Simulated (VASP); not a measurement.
Here is a VASP 6.6.1 calculation.

INCAR

```
SYSTEM = S
PREC = Accurate ; ENCUT = 600
EDIFF = 1E-7 ; ISMEAR = 0
SIGMA = 0.1 ; LREAL = .False.
LASPH = .True. ; NELM = 80
ALGO = Normal ; ISIF = 3
LWAVE = .False. ; LCHARG = .False.
GGA = PE ; IBRION = 2
NSW = 100 ; EDIFFG = -0.01
```

Contents of KPOINTS:

```
regular mesh
0
Gamma
  24 22 12
  0 0 0
```

Contents of POSCAR:

```
S
1.0
    2.3416637533      0.0000000000      0.0000000000
    0.0000000000      2.3925353774      0.0000000000
    0.0000000000      0.0000000000      4.4801053866
S
1
Direct
    0.5000000000      0.0000000000      0.0000000000
```

Potentials or basis: VASP PAW PBE potentials, release 64 (S).

The run is started by

```sh
$ cat potpaw_PBE.64/S/POTCAR > POTCAR
$ mpirun -np 1 vasp_std > vasp.out
```

Predict the space group after relaxing (to 0.05 Å).

Pmmm (No. 47).

What does it give for the relaxed cell?

a = 2.339 Å, b = 2.390 Å, c = 4.480 Å, α = 90.00°, β = 90.00°, γ = 90.00°.

What does it give for the relaxed volume?

25.05 Å³/atom.

Estimate the band gap on the k mesh.

zero (band 3 reaches 6.82 eV, above the bottom of band 4 at 1.14 eV).

Final structure:
```
S
1.0
     2.33922    0.00000    0.00000
     0.00000    2.39049    0.00000
     0.00000    0.00000    4.47988
S
1
Direct
  0.50000 0.00000 0.00000
```
